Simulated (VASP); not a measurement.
Here is a VASP 6.6.1 calculation.

Contents of INCAR:

```
SYSTEM = Sn2SeS3
PREC = Accurate ; ENCUT = 520
EDIFF = 1E-6 ; ISMEAR = 0
SIGMA = 0.1 ; LREAL = .FALSE.
LASPH = .TRUE. ; NELM = 80
ALGO = Normal ; ISIF = 2
LWAVE = .FALSE. ; LCHARG = .FALSE.
GGA = PE ; NBANDS = 35
```

The input KPOINTS:

```
regular mesh
0
G
  3 3 3
  0 0 0
```

POSCAR

```
Sn2SeS3
1.0
    3.1055168100      1.7929709600      4.5558830200
   -3.1055168100      1.7929709600      4.5558830200
    0.0000000000     -3.5859419300      4.5558830200
Sn Se S
2 1 3
Direct
    0.6267769900      0.6267769900      0.6267769900
    0.3732230100      0.3732230100      0.3732230100
    0.0000000000      0.0000000000      0.0000000000
    0.0000000000      0.5000000000      0.0000000000
    0.5000000000      0.0000000000      0.0000000000
    0.0000000000      0.0000000000      0.5000000000
```

Potentials or basis: VASP PAW PBE potentials, release 64 (Sn_d, Se, S).

Run with:

```sh
$ cat potpaw_PBE.64/Sn_d/POTCAR potpaw_PBE.64/Se/POTCAR potpaw_PBE.64/S/POTCAR > POTCAR
$ mpirun -np 1 vasp_std > vasp.out
```

**Question.** Estimate the pressure.

**Answer.** -6.3 GPa.

**Question.** Predict the band gap on the k mesh.

**Answer.** Zero (bands 26 and 27 overlap by 0.04 eV).

**Question.** Estimate the largest force.

**Answer.** 0.314 eV/Å.

Forces on the atoms (eV/Å):
```
Sn   0.000  0.000  0.314
Sn   0.000  0.000 -0.314
Se   0.000  0.000  0.000
S    0.000  0.000  0.000
S    0.000  0.000  0.000
S    0.000  0.000  0.000
```

Caveat: the k points lie up to 0.42 Å⁻¹ apart; semilocal functionals underestimate gaps, so a narrow gap can read as zero; spin-orbit coupling is left out, which moves the levels of the heavy elements.
